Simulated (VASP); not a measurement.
# Pd (Immm) in VASP: notebook

The runs below take Pd through single point, with PBEsol.

Program: VASP 6.6.1. These are calculated values, not measurements. Logs are shortened: lines on timing, memory, paths and dates and some standing lists are left out, and cuts for length are marked.

## (1) The cell of the first run

It takes space group Immm (No. 71, orthorhombic). The conventional cell has a = 2.699 Å, b = 2.802 Å, c = 3.890 Å, α = 90.00°, β = 90.00°, γ = 90.00°. Within 3.6 Å of Pd (site symmetry mmm) lie 12 Pd at 2.70 to 2.80 Å.

## (2) Single point, PBEsol (strain +0.0375 x Voigt [0, 0, 0, 0, 0, 1])

INCAR reads:

```
SYSTEM = Pd
PREC     = Accurate       ! precision mode
ENCUT    = 520            ! plane-wave cutoff, eV
EDIFF    = 1E-6           ! SCF threshold, eV
ISMEAR   = 0              ! smearing method
SIGMA    = 0.15           ! smearing width, eV
LREAL    = .FALSE.        ! projectors in reciprocal space
LASPH    = .TRUE.         ! aspherical terms in the spheres
NELM     = 80             ! most SCF steps
ALGO     = Fast           ! electronic algorithm
ISIF     = 2              ! what is computed and relaxed
LWAVE    = .FALSE.        ! write WAVECAR
LCHARG   = .FALSE.        ! write CHGCAR
GGA      = PS             ! functional
NBANDS   = 11             ! bands
```

KPOINTS reads:

```
regular mesh
0
G
  20 20 20
  0 0 0
```

POSCAR reads:

```
Pd
1.0
    0.0364668750      1.9449000000      1.9449000000
    1.9449000000      0.0364668750      1.9449000000
    1.9813668750      1.9813668750      0.0000000000
Pd
1
Direct
    0.0000000000      0.0000000000      0.0000000000
```

Potentials or basis: VASP PAW PBE potentials, release 64 (Pd).

On the command line:

```bash
> cat potpaw_PBE.64/Pd/POTCAR > POTCAR
> mpirun -np 1 vasp_std > vasp.out
```

OUTCAR:

```text
SYSTEM = Pd
   PREC = Accurate
   ENCUT = 520
   EDIFF = 1E-6
   ISMEAR = 0
   LREAL = .FALSE.
   LASPH = .TRUE.
   NELM = 80
   ISIF = 2
   GGA = PS

 ion  position               nearest neighbor table
   1  0.000  0.000  0.000-

  LATTYP: Found a body centered orthorhombic cell.
 ALAT       =     2.6989320083
 B/A-ratio  =     1.0382165605
 C/A-ratio  =     1.4412367515

  Lattice vectors:

 A1 = (   1.9449000000,   0.0364668750,  -1.9449000000)
 A2 = (  -1.9449000000,  -0.0364668750,  -1.9449000000)
 A3 = (   0.0364668750,   1.9449000000,   1.9449000000)

Analysis of symmetry for initial positions (statically):
=====================================================================
 Subroutine PRICEL returns:
 Original cell was already a primitive cell.

 Routine SETGRP: Setting up the symmetry group for a
 body centered orthorhombic supercell.

 Subroutine GETGRP returns: Found  8 space group operations
 (whereof  8 operations were pure point group operations)
 out of a pool of  8 trial point group operations.

The static configuration has the point symmetry D_2h.

Analysis of symmetry for dynamics (positions and initial velocities):
=====================================================================
 Subroutine PRICEL returns:
 Original cell was already a primitive cell.

 Routine SETGRP: Setting up the symmetry group for a
 body centered orthorhombic supercell.

 Subroutine GETGRP returns: Found  8 space group operations
 (whereof  8 operations were pure point group operations)
 out of a pool of  8 trial point group operations.

The dynamic configuration has the point symmetry D_2h.

 Subroutine INISYM returns: Found  8 space group operations
 (whereof  8 operations are pure point group operations),
 and found     1 'primitive' translations

----------------------------------------------------------------------------------------

                                     Primitive cell

  volume of cell :      14.7085

  direct lattice vectors                    reciprocal lattice vectors
     0.036466875  1.944900000  1.944900000    -0.261995033  0.261995033  0.257082626
     1.944900000  0.036466875  1.944900000     0.261995033 -0.261995033  0.257082626
     1.981366875  1.981366875  0.000000000     0.252351044  0.252351044 -0.257082626

  length of vectors
     2.750745690  2.750745690  2.802075907     0.450970367  0.450970367  0.439833577

  position of ions in fractional coordinates (direct lattice)
     0.000000000  0.000000000  0.000000000

  ion indices of the primitive-cell ions
   primitive index   ion index
                 1           1

----------------------------------------------------------------------------------------

 KPOINTS: regular mesh

Automatic generation of k-mesh.
 Grid dimensions read from file:
 generate k-points for:   20   20   20

 Generating k-lattice:

  Cartesian coordinates                     Fractional coordinates (reciprocal lattice)
    -0.013099752  0.013099752  0.012854131     0.050000000  0.000000000  0.000000000
     0.013099752 -0.013099752  0.012854131     0.000000000  0.050000000  0.000000000
     0.012617552  0.012617552 -0.012854131     0.000000000  0.000000000  0.050000000

  Length of vectors
     0.022548518  0.022548518  0.021991679

  Shift w.r.t. Gamma in fractional coordinates (k-lattice)
     0.000000000  0.000000000  0.000000000

 Subroutine IBZKPT returns following result:
 ===========================================

 Found   1166 irreducible k-points:

 Following reciprocal coordinates:
            Coordinates               Weight
  0.000000  0.000000  0.000000      1.000000
  0.050000  0.000000  0.000000      4.000000
  0.100000  0.000000  0.000000      4.000000
  0.150000  0.000000  0.000000      4.000000
  0.200000  0.000000  0.000000      4.000000
  0.250000  0.000000  0.000000      4.000000
[... 16 lines left out ...]
 -0.400000  0.050000  0.000000      4.000000
 -0.350000  0.050000  0.000000      4.000000
 [... further k-points ...]
   k-points           NKPTS =   1166   k-points in BZ     NKDIM =   1166   number of bands    NBANDS=     11
   number of dos      NEDOS =    301   number of ions     NIONS =      1
   total plane-waves  NPLWV =   9600
   dimension x,y,z NGX =    20 NGY =   20 NGZ =   24
   dimension x,y,z NGXF=    40 NGYF=   40 NGZF=   48
   ions per type =               1
   NGX,Y,Z   is equivalent  to a cutoff of  12.09, 12.09, 14.24 a.u.
   NGXF,Y,Z  is equivalent  to a cutoff of  24.17, 24.17, 28.48 a.u.
 SYSTEM =  Pd
   PREC   = accura    normal or accurate (medium, high low for compatibility)
   ISTART =      0    job   : 0-new  1-cont  2-samecut
   ICHARG =      2    charge: 1-file 2-atom 10-const
   ISPIN  =      1    spin polarized calculation?
   LNONCOLLINEAR =      F non collinear calculations
   LSORBIT =      F    spin-orbit coupling
   LASPH  =      T    aspherical Exc in radial PAW
   ENCUT  =  520.0 eV  38.22 Ry    6.18 a.u.   5.11  5.11  5.21*2*pi/ulx,y,z
   NELM   =     80;   NELMIN=  2; NELMDL= -5     # of ELM steps
   EDIFF  = 0.1E-05   stopping-criterion for ELM
   LREAL  =      F    real-space projection
   EDIFFG = 0.1E-04   stopping-criterion for IOM
   NSW    =      0    number of steps for IOM
   IBRION =     -1    ionic relax: 0-MD 1-quasi-New 2-CG
   NFREE  =      0    steps in history (QN), initial steepest desc. (CG)
   ISIF   =      2    stress and relaxation
   ISYM   =      2    0-nonsym 1-usesym 2-fastsym
   POTIM  = 0.5000    time-step for ionic-motion
   TEBEG  =    0.0;   TEEND  =   0.0 temperature during run
   PSTRESS=    0.0 pullay stress
   NELECT =      10.0000    total number of electrons
   NUPDOWN=      -1.0000    fix difference up-down
   EMIN   =  10.00;   EMAX   =-10.00  energy-range for DOS
   EFERMI =   0.00;   METHOD = LEGACY
   ISMEAR =     0;   SIGMA  =   0.15  broadening in eV -4-tet -1-fermi 0-gaus
   EFERMI_NEDOS =   21; number of points for ismear=-14 and -15
   IALGO  =     68    algorithm
   IMIX   =      4    mixing-type and parameters
     AMIX     =   0.40;   BMIX     =  1.00
     AMIX_MAG =   1.60;   BMIX_MAG =  1.00
  volume/ion in A,a.u.               =      14.71        99.26
  Fermi-wavevector in a.u.,A,eV,Ry     =   1.439523  2.720303 28.194333  2.072225
  Thomas-Fermi vector in A             =   2.558369
   LORBIT       =      0    0 simple, 1 ext, 2 COOP (PROOUT), +10 PAW based schemes
   GGA     = PS    functional components
   LHFCALC =     F    Hartree Fock is set to
   AEXX    =    0.0000 exact exchange contribution
   IVDW    =     0    specifies the selected vdW correction
   LEPSILON=     F    determine dielectric tensor
   LRPA    =     F    only Hartree local field effects (RPA)
 non-spin polarized calculation
 RMM-DIIS sequential band-by-band and
 Gauss-broadening in eV      SIGMA  =   0.15
  energy-cutoff  :      520.00
  volume of cell :       14.71
 maximum number of plane-waves:       409
   NGX = 11   NGY = 11   NGZ = 11

 number of electron      10.0000002 magnetization

 Free energy of the ion-electron system (eV)
  ---------------------------------------------------
  ext. energy  EPLUGINS =         0.00000000
  ---------------------------------------------------
  free energy    TOTEN  =        -5.96681802 eV

  energy without entropy =       -5.94062673  energy(sigma->0) =       -5.95372238

 E-fermi :   9.6642     XC(G=0): -13.3979

 val. band max:        9.6636823240   @ k =  -0.2500   0.4000   0.2000
 cond. band min:       9.6662153989   @ k =  -0.3000   0.4000   0.1500
 fundamental gap:      0.0025330749
 Fermi energy:         9.6641813040

 k-point     1 :       0.0000    0.0000    0.0000
  band No.  band energies     occupation
      1       2.4068      2.00000
      2       6.6261      2.00000
      3       6.7542      2.00000
      4       6.9729      2.00000
      5       8.4439      2.00000
      6       8.4567      2.00000
      7      26.7688      0.00000
      8      30.9696      0.00000
      9      31.6160      0.00000
     10      32.2242      0.00000
     11      36.6591      0.00000

 k-point     2 :       0.0500    0.0000    0.0000
  band No.  band energies     occupation
      1       2.5013      2.00000
      2       6.6604      2.00000
      3       6.7689      2.00000
      4       6.9616      2.00000
      5       8.4226      2.00000
      6       8.4353      2.00000
      7      26.8827      0.00000
      8      31.0819      0.00000
      9      31.2298      0.00000
     10      32.0203      0.00000
     11      37.2071      0.00000

 k-point     3 :       0.1000    0.0000    0.0000
  band No.  band energies     occupation
      1       2.7769      2.00000
      2       6.7397      2.00000
      3       6.7535      2.00000
      4       7.0059      2.00000
      5       8.3707      2.00000
      6       8.3818      2.00000
      7      27.1792      0.00000
      8      29.8765      0.00000
      9      31.4033      0.00000
     10      32.2245      0.00000
     11      37.2751      0.00000

 k-point     4 :       0.1500    0.0000    0.0000
  band No.  band energies     occupation
      1       3.2044      2.00000
      2       6.6451      2.00000
      3       6.8722      2.00000
      4       7.1391      2.00000
      5       8.3267      2.00000
      6       8.3326      2.00000
      7      27.4314      0.00000
      8      28.3591      0.00000
      9      31.8828      0.00000
     10      32.6299      0.00000
     11      36.3537      0.00000

 k-point     5 :       0.2000    0.0000    0.0000
  band No.  band energies     occupation
      1       3.7138      2.00000
      2       6.6075      2.00000
      3       6.9570      2.00000
      4       7.2568      2.00000
      5       8.3547      2.00000
      6       8.3597      2.00000
      7      26.3200      0.00000
      8      27.9602      0.00000
      9      32.4083      0.00000
     10      33.0736      0.00000
     11      35.5612      0.00000
[... 211 lines left out ...]
 k-point    21 :       0.5000    0.0500    0.0000
  band No.  band energies     occupation
      1       4.3748      2.00000
      2       6.6315      2.00000
      3       6.8491      2.00000
      4       9.2460      1.99992
      5       9.6029      1.43632
      6      11.2375      0.00000
      7      17.2994      0.00000
      8      26.0725      0.00000
      9      29.9225      0.00000
     10      30.3531      0.00000
     11      36.7925      0.00000

 k-point    22 :      -0.4500    0.0500    0.0000
  band No.  band energies     occupation
      1       4.3817      2.00000
      2       6.6298      2.00000
      3       6.8699      2.00000
      4       9.2312      1.99996
      5       9.5120      1.84859
      6      11.1616      0.00000
      7      17.4731      0.00000
      8      26.1082      0.00000
      9      30.1621      0.00000
     10      30.2506      0.00000
     11      36.8223      0.00000

 k-point    23 :      -0.4000    0.0500    0.0000
  band No.  band energies     occupation
      1       4.4262      2.00000
      2       6.6761      2.00000
      3       6.9356      2.00000
      4       8.9081      2.00000
      5       9.2982      1.99944
      6      10.5261      0.00000
      7      18.6167      0.00000
      8      26.3330      0.00000
      9      30.3092      0.00000
     10      30.9234      0.00000
     11      36.4560      0.00000

 k-point    24 :      -0.3500    0.0500    0.0000
  band No.  band energies     occupation
      1       4.4848      2.00000
      2       6.7641      2.00000
      3       7.0342      2.00000
      4       8.2511      2.00000
      5       8.9978      2.00000
      6       9.8668      0.05608
      7      20.2498      0.00000
      8      26.7288      0.00000
      9      30.7346      0.00000
     10      31.9072      0.00000
     11      35.8452      0.00000

 [... further k-points ...]
[... 5 lines left out ...]
  --------------------------------------------------------------------------------------
  -------------------------------------------------------------------------------------
  Total       -0.1812211     -0.1812211     -0.2377163     -0.2680593      0.0000000      0.0000000
  in kB      -19.7401359    -19.7401359    -25.8940747    -29.1992894      0.0000000      0.0000000
  external PRESSURE =     -21.7914488 kB  Pullay stress =       0.0000000 kB

 VOLUME and BASIS-vectors are now :
 -----------------------------------------------------------------------------
  energy-cutoff  :      520.00
  volume of cell :       14.71
      direct lattice vectors                 reciprocal lattice vectors
     0.036466875  1.944900000  1.944900000    -0.261995033  0.261995033  0.257082626
     1.944900000  0.036466875  1.944900000     0.261995033 -0.261995033  0.257082626
     1.981366875  1.981366875  0.000000000     0.252351044  0.252351044 -0.257082626

 POSITION                                       TOTAL-FORCE (eV/Angst)
 -----------------------------------------------------------------------------------
      0.00000      0.00000      0.00000        -0.000000      0.000000      0.000000
 -----------------------------------------------------------------------------------
    total drift:                                0.000000      0.000000      0.000000

  FREE ENERGIE OF THE ION-ELECTRON SYSTEM (eV)
  ---------------------------------------------------
  free  energy   TOTEN  =        -5.9668180228 eV

  energy  without entropy=       -5.9406267282  energy(sigma->0) =       -5.95372238
```

It took 2 min on 1 thread of Intel Xeon 6975P-C, shared host; peak memory 0.29 GiB.

What came out:

| Quantity | Value |
| --- | --- |
| Free energy | -5.9668 eV |
| Pressure | -2.2 GPa |
| Band gap on the k mesh | zero (band 5 reaches 9.98 eV, above the bottom of band 6 at 8.33 eV) |

Stress tensor (GPa, compression positive):
```
-1.97 -2.92  0.00
-2.92 -1.97  0.00
 0.00  0.00 -2.59
```

Caveat: the cell differs from its parent crystal (strain +0.0375 x Voigt [0, 0, 0, 0, 0, 1]); the PAW data sets were made with another functional, which shifts forces and pressure a little.

## (3) Single point, PBEsol (strain +0.0125 x Voigt [0, 0, 0, 0, 0, 1])

INCAR reads:

```
PREC = Accurate ; ENCUT = 520
EDIFF = 1E-6 ; ISMEAR = 0
SIGMA = 0.15 ; LREAL = F
LASPH = T ; NELM = 100
ALGO = Fast ; ISIF = 2
LWAVE = F ; LCHARG = T
GGA = PS ; LELF = T
LVHAR = T ; NBANDS = 11
```

KPOINTS reads:

```
Automatic mesh
0
Gamma
  20 20 20
```

POSCAR reads:

```
Pd
1.0
    0.0121556250      1.9449000000      1.9449000000
    1.9449000000      0.0121556250      1.9449000000
    1.9570556250      1.9570556250      0.0000000000
Pd
1
Direct
    0.0000000000      0.0000000000      0.0000000000
```

Potentials or basis: VASP PAW PBE potentials, release 64 (Pd).

On the command line:

```bash
> cat potpaw_PBE.64/Pd/POTCAR > POTCAR
> mpirun -np 1 vasp_std > vasp.out
```

OUTCAR:

```text
PREC = Accurate
   ENCUT = 520
   EDIFF = 1E-6
   ISMEAR = 0
   LREAL = F
   LASPH = T
   NELM = 100
   ISIF = 2
   GGA = PS

 ion  position               nearest neighbor table
   1  0.000  0.000  0.000-

  LATTYP: Found a body centered orthorhombic cell.
 ALAT       =     2.7333133077
 B/A-ratio  =     1.0125786164
 C/A-ratio  =     1.4231079873

  Lattice vectors:

 A1 = (   1.9449000000,   0.0121556250,  -1.9449000000)
 A2 = (  -1.9449000000,  -0.0121556250,  -1.9449000000)
[... 507 lines left out ...]
      2       6.8703      2.00000
      3       6.9173      2.00000
      4       8.2031      2.00000
      5       9.0418      2.00000
      6       9.7850      0.22999
      7      20.0327      0.00000
      8      26.7785      0.00000
      9      30.7160      0.00000
     10      32.2421      0.00000
     11      36.0378      0.00000

 [... further k-points ...]
[... 5 lines left out ...]
  --------------------------------------------------------------------------------------
  -------------------------------------------------------------------------------------
  Total       -0.2229648     -0.2229648     -0.2292819     -0.0873979      0.0000000      0.0000000
  in kB      -24.2796322    -24.2796322    -24.9675245     -9.5171510      0.0000000      0.0000000
  external PRESSURE =     -24.5089296 kB  Pullay stress =       0.0000000 kB

 VOLUME and BASIS-vectors are now :
 -----------------------------------------------------------------------------
  energy-cutoff  :      520.00
  volume of cell :       14.71
      direct lattice vectors                 reciprocal lattice vectors
     0.012155625  1.944900000  1.944900000    -0.258699498  0.258699498  0.257082626
     1.944900000  0.012155625  1.944900000     0.258699498 -0.258699498  0.257082626
     1.957055625  1.957055625  0.000000000     0.255485840  0.255485840 -0.257082626

 POSITION                                       TOTAL-FORCE (eV/Angst)
 -----------------------------------------------------------------------------------
      0.00000      0.00000      0.00000         0.000000      0.000000      0.000000
 -----------------------------------------------------------------------------------
    total drift:                               -0.000000      0.000000      0.000000

  FREE ENERGIE OF THE ION-ELECTRON SYSTEM (eV)
  ---------------------------------------------------
  free  energy   TOTEN  =        -5.9711792788 eV

  energy  without entropy=       -5.9442283196  energy(sigma->0) =       -5.95770380
```

OSZICAR:

```text
N       E                     dE             d eps       ncg     rms          rms(c)
DAV:   1     0.415735269487E+02    0.41574E+02   -0.51553E+03 25756   0.854E+02
DAV:   2    -0.579037835811E+01   -0.47364E+02   -0.45827E+02 28822   0.182E+02
DAV:   3    -0.635895819480E+01   -0.56858E+00   -0.56605E+00 30910   0.213E+01
DAV:   4    -0.636148226319E+01   -0.25241E-02   -0.25237E-02 31043   0.150E+00
DAV:   5    -0.636150864632E+01   -0.26383E-04   -0.26383E-04 33545   0.137E-01    0.841E+00
RMM:   6    -0.598844613607E+01    0.37306E+00   -0.51350E-01 26945   0.660E+00    0.372E+00
RMM:   7    -0.597579192576E+01    0.12654E-01   -0.10259E-02 30952   0.116E+00    0.198E+00
RMM:   8    -0.597119759912E+01    0.45943E-02   -0.16786E-03 31259   0.404E-01    0.137E-01
RMM:   9    -0.597117136449E+01    0.26235E-04   -0.20019E-04 34548   0.119E-01    0.282E-02
RMM:  10    -0.597117776732E+01   -0.64028E-05   -0.47519E-05 34151   0.508E-02    0.935E-03
RMM:  11    -0.597117896288E+01   -0.11956E-05   -0.13403E-05 33218   0.244E-02    0.845E-03
RMM:  12    -0.597117927882E+01   -0.31594E-06   -0.33800E-06 27167   0.139E-02
   1 F= -.59711793E+01 E0= -.59577038E+01  d E =-.269510E-01
```

stdout:

```text
POSCAR found type information on POSCAR Pd
 POSCAR found :  1 types and       1 ions
 scaLAPACK will be used
 -----------------------------------------------------------------------------
|                                                                             |
|                                                                             |
|     You enforced a specific xc type in the INCAR file but a different       |
|     I HOPE YOU KNOW WHAT YOU ARE DOING!                                     |
|                                                                             |
 -----------------------------------------------------------------------------

 LDA part: xc-table for (Slater+PW92), standard interpolation
 POSCAR, INCAR and KPOINTS ok, starting setup
 FFT: planning ... GRIDC
 FFT: planning ... GRID_SOFT
 FFT: planning ... GRID
 WAVECAR not read
 entering main loop
```

Wall time 1.9 min (1 thread of Intel Xeon 6975P-C, shared host); peak memory 0.29 GiB.

Results:

* Free energy: -5.9712 eV
* Pressure: -2.5 GPa
* Band gap on the k mesh: zero (band 5 reaches 9.96 eV, above the bottom of band 6 at 8.34 eV)

Caveat: the cell differs from its parent crystal (strain +0.0125 x Voigt [0, 0, 0, 0, 0, 1]); the PAW data sets were made with another functional, which shifts forces and pressure a little.
